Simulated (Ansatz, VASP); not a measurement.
# Ga2SeS3: VASP beside Ansatz

```
Ga Se S
1.0
     6.37482    0.00000    0.00000
    -3.18741    5.52075    0.00000
     0.00000    0.00000    4.05993
Ga Se S
2 1 3
Direct
  0.33333 0.66667 0.50000
  0.66667 0.33333 0.50000
  0.00000 0.00000 0.00000
  0.50000 0.00000 0.50000
  0.00000 0.50000 0.50000
  0.50000 0.50000 0.50000
```

Alike in both runs: task relaxation of cell and atoms; functional PBE; k mesh 2 × 2 × 3; occupations gaussian, width 0.15 eV; no spin polarisation.

|  | VASP | Ansatz |
| --- | --- | --- |
| version | VASP 6.6.1 | Ansatz 0.2.0 |
| potentials or method | VASP PAW PBE potentials, release 64 (Ga_d, Se, S), cutoff 500 eV | scalar-relativistic, plane waves, PAW |
| valence electrons in the cell | 50 | 60 |

```tsv
	VASP	Ansatz	Ansatz less VASP
gap on the k mesh at the Fermi level, each at its own relaxed structure (eV)	none	none	-
relaxed volume (Å³/atom)	25.67	29.79	+4.115
relaxed cell length with the largest relative difference (Å)	2.536	3.551	+1.0143
```

A gap of «none» marks a metal or a gap that the smearing closes. One of these differences is far larger than is usual between the two programs; its cause wasn't traced. VASP's potentials hold 50 valence electrons a cell and Ansatz's 60, so a difference there can come from the potentials and not from the codes.

The k mesh is coarse, so the values compare programs but aren't converged.
